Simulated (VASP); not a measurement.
Input of a VASP 6.6.1 run:

Contents of INCAR:

```
PREC = Accurate
ENCUT = 520
EDIFF = 1E-6
ISMEAR = -1
SIGMA = 0.1
LREAL = F
LASPH = T
NELM = 100
ALGO = Normal
ISIF = 2
LWAVE = F
LCHARG = F
GGA = RP
NBANDS = 11
```

KPOINTS

```
regular mesh
0
Gamma
  14 14 14
```

Contents of POSCAR:

```
Ca
1.0
    3.6119528465      0.0000000000      0.0000000000
    0.0000000000      3.6119528465      0.0000000000
    0.0000000000      0.0000000000      3.6119528465
Ca
1
Direct
    0.0000000000      0.0000000000      0.0000000000
```

Potentials or basis: VASP PAW PBE potentials, release 64 (Ca_sv).

Command:

```sh
$ cat potpaw_PBE.64/Ca_sv/POTCAR > POTCAR
$ mpirun -np 1 vasp_std > vasp.out
```

Q: What does it give for the band gap on the k mesh?

A: Zero (bands 5 and 6 overlap by 1.30 eV).

Q: Estimate the pressure.

A: -0.1 GPa.

Caveat: the PAW data sets were made with another functional, which shifts forces and pressure a little.
